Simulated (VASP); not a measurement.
## BiSbS4: single point with PBE

The system is BiSbS4.

```xyz
6
Lattice="4.5366 0.0000 0.0000 -2.2683 3.9288 0.0000 0.0000 0.0000 7.0469" Properties=species:S:1:pos:R:3 pbc="T T T"
Sb    0.0000    0.0000    0.0000
Bi    0.0000    0.0000    3.5235
S     0.0000    2.6192    5.3083
S     0.0000    2.6192    1.7386
S     2.2683    1.3096    5.3083
S     2.2683    1.3096    1.7386
```

```yaml
Program: VASP 6.6.1
Task: single point
Functional: PBE
Potentials_or_basis: VASP PAW PBE potentials, release 64 (Sb, Bi_d, S)
Cutoff: 520 eV
k_mesh: 12 × 12 × 6
Occupations: gaussian, width 0.1 eV
Spin: no spin polarisation
```

| Item | Value |
| --- | --- |
| Pressure | -0.2 GPa |
| Largest force | 0.008 eV/Å |
| Band gap on the k mesh | zero (band 22 reaches 8.44 eV, above the bottom of band 23 at 6.28 eV) |

Forces in eV/Å, atoms in the order of the input:
```
Sb   0.000  0.000  0.000
Bi   0.000  0.000  0.000
S    0.000  0.000  0.008
S    0.000  0.000 -0.008
S    0.000  0.000  0.008
S    0.000  0.000 -0.008
```

Levels at points of the mesh, in eV from the Fermi level:
```tsv
k point	band 18	band 19	band 20	band 21	band 22	band 23	band 24	band 25	band 26	band 27
(0.00, 0.00, 0.00)	-3.18	-2.74	-1.82	-1.67	-1.13	-1.13	0.28	0.28	0.40	3.63
(0.50, 0.00, 0.00)	-1.78	-1.10	-0.98	-0.75	0.18	0.82	0.91	1.13	1.20	1.73
(0.00, 0.00, 0.50)	-2.68	-2.68	-2.59	-2.59	-0.78	-0.69	0.86	1.32	2.50	2.50
(0.50, 0.00, 0.50)	-1.80	-1.78	-0.20	-0.18	0.49	0.70	1.01	1.02	1.09	1.18
```

Wall time 2 min on 1 thread of Intel(R) Xeon(R) 6975P-C (Granite Rapids), on a shared host, peak memory 0.42 GiB.

Caveat: spin-orbit coupling is left out, which moves the levels of the heavy elements.
